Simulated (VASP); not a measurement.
Set up this calculation in VASP 6.6.1, as the native input.

* Task: single point
* Functional: RPBE
* Potentials or basis: VASP PAW PBE potentials, release 64 (Ta_pv)
* Cutoff: 520 eV
* k mesh: 14 × 14 × 14
* Occupations: fermi-dirac, width 0.1 eV
* Spin: no spin polarisation
* Dipole correction: no
* Further INCAR settings: ALGO = Normal; EDIFF = 1e-07; NBANDS = 12

The structure of Ta lies in POSCAR:

```
Ta
1.0
    0.0000000000      2.1237353023      2.1237353023
    2.1237353023      0.0000000000      2.1237353023
    2.1237353023      2.1237353023      0.0000000000
Ta
1
Direct
    0.0000000000      0.0000000000      0.0000000000
```

These files were run (other wordings do the same):

INCAR

```
SYSTEM = Ta
  ALGO = Normal
  EDIFF = 1E-7
  ENCUT = 520
  GGA = RP
  ISIF = 2
  ISMEAR = -1
  LASPH = .True.
  LCHARG = .True.
  LELF = .True.
  LREAL = .False.
  LVHAR = .True.
  LWAVE = .False.
  NBANDS = 12
  NELM = 80
  PREC = Accurate
  SIGMA = 0.1
```

KPOINTS

```
k-points
0
Gamma
  14 14 14
  0 0 0
```

Potentials or basis: VASP PAW PBE potentials, release 64 (Ta_pv).

Launch:

```sh
$ cat potpaw_PBE.64/Ta_pv/POTCAR > POTCAR
$ mpirun -np 1 vasp_std > vasp.out
```

Results of the run:

```
Pressure : 0.1 GPa
```

Caveat: the PAW data sets were made with another functional, which shifts forces and pressure a little.

Run time: 55 s on 1 thread of AMD EPYC 7R43 64-Core Processor (Zen 3), with other jobs on the host, peak memory 0.11 GiB.
